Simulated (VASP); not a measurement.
Here is a VASP 6.6.1 calculation.

Contents of INCAR:

```
SYSTEM = B3P
PREC     = Accurate       ! precision mode
ENCUT    = 500            ! plane-wave cutoff, eV
EDIFF    = 1E-6           ! SCF threshold, eV
ISMEAR   = 0              ! smearing method
SIGMA    = 0.1            ! smearing width, eV
LREAL    = .FALSE.        ! projectors in reciprocal space
LASPH    = .TRUE.         ! aspherical terms in the spheres
NELM     = 120            ! most SCF steps
ALGO     = Normal         ! electronic algorithm
ISIF     = 2              ! what is computed and relaxed
LWAVE    = .FALSE.        ! write WAVECAR
LCHARG   = .TRUE.         ! write CHGCAR
GGA      = PE             ! functional
LELF     = .TRUE.         ! ELF
LVHAR    = .TRUE.       
NBANDS   = 15             ! bands
GGA_COMPAT= .FALSE.
```

KPOINTS

```
Automatic mesh
0
G
  6 6 6
  0 0 0
```

Contents of POSCAR:

```
B3P
1.0
    4.0878902628      0.0000000030      0.0000000000
   -2.0439451340      3.5402168140      0.0000000000
    0.0000000000      0.0000000000      2.9420770993
B P
3 1
Direct
    0.5268979235      0.4731020765      0.5000000000
    0.5268979235      0.0537958470      0.5000000000
    0.9462041530      0.4731020765      0.5000000000
    0.3333333333      0.6666666667      0.0000000000
```

Potentials or basis: VASP PAW PBE potentials, release 64 (B, P).

Command:

```sh
$ cat potpaw_PBE.64/B/POTCAR potpaw_PBE.64/P/POTCAR > POTCAR
$ mpirun -np 1 vasp_std > vasp.out
```

Task: What does it give for the largest force?

Result: 0.035 eV/Å.

Task: Predict the pressure.

Result: -0.3 GPa.

Forces on the atoms (eV/Å):
```
B   -0.031  0.018  0.000
B    0.000 -0.035  0.000
B    0.031  0.018  0.000
P    0.000  0.000  0.000
```
